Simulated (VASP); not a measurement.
Set up this calculation in VASP 6.6.1, as the native input.

```yaml
Task: electric field gradients
Functional: LDA
Potentials_or_basis: VASP PAW LDA potentials, release 64 (Na_pv, H, F)
Cutoff: 520 eV
k_mesh: 10 × 10 × 10
Occupations: fermi-dirac, width 0.02 eV
Spin: no spin polarisation
Dipole_correction: no
Further_INCAR_settings: ALGO = Normal; EDIFF = 1e-08; NBANDS = 19
```

The structure of NaHF2 lies in POSCAR:

```
NaHF2
1.0
    1.6931609244      0.9775469155      4.5441732967
   -1.6931609244      0.9775469155      4.5441732967
    0.0000000000     -1.9550938310      4.5441732967
Na H F
1 1 2
Direct
    0.0000000000      0.0000000000      0.0000000000
    0.5000000000      0.5000000000      0.5000000000
    0.4100000000      0.4100000000      0.4100000000
    0.5900000000      0.5900000000      0.5900000000
```

One way to write it, as run:

INCAR

```
PREC     = Accurate       # precision mode
ENCUT    = 520            # plane-wave cutoff, eV
EDIFF    = 1E-8           # SCF threshold, eV
ISMEAR   = -1             # smearing method
SIGMA    = 0.02           # smearing width, eV
LREAL    = False          # projectors in reciprocal space
LASPH    = True           # aspherical terms in the spheres
NELM     = 100            # most SCF steps
ALGO     = Normal         # electronic algorithm
ISIF     = 2              # what is computed and relaxed
LWAVE    = False          # write WAVECAR
LCHARG   = False          # write CHGCAR
GGA      = CA             # functional
LEFG     = True         
NBANDS   = 19             # bands
```

KPOINTS

```
Automatic mesh
0
Gamma
  10 10 10
```

Potentials or basis: VASP PAW LDA potentials, release 64 (Na_pv, H, F).

Launch:

```bash
$ cat potpaw_LDA.64/Na_pv/POTCAR potpaw_LDA.64/H/POTCAR potpaw_LDA.64/F/POTCAR > POTCAR
$ mpirun -np 1 vasp_std > vasp.out
```

Results of the run:

- Pressure: -4.4 GPa
- Largest force: 1.964 eV/Å
- Band gap on the k mesh: 6.55 eV (least direct gap 6.83 eV)
- Largest electric field gradient by atom: Na +9.5; H +1.4; F +114.1 V/Å²

Caveat: the stress differs along the axes, from -14 to 0 GPa; without QUAD_EFG the Cq values of the log hold for a quadrupole moment of 1 mb, not for the nuclei; forces of over 1 eV/Å act on the atoms, so gaps and moduli don't describe the material at rest.

Wall time 4.6 min on 1 thread of Intel Xeon 8259CL, on a shared host, peak memory 0.24 GiB.
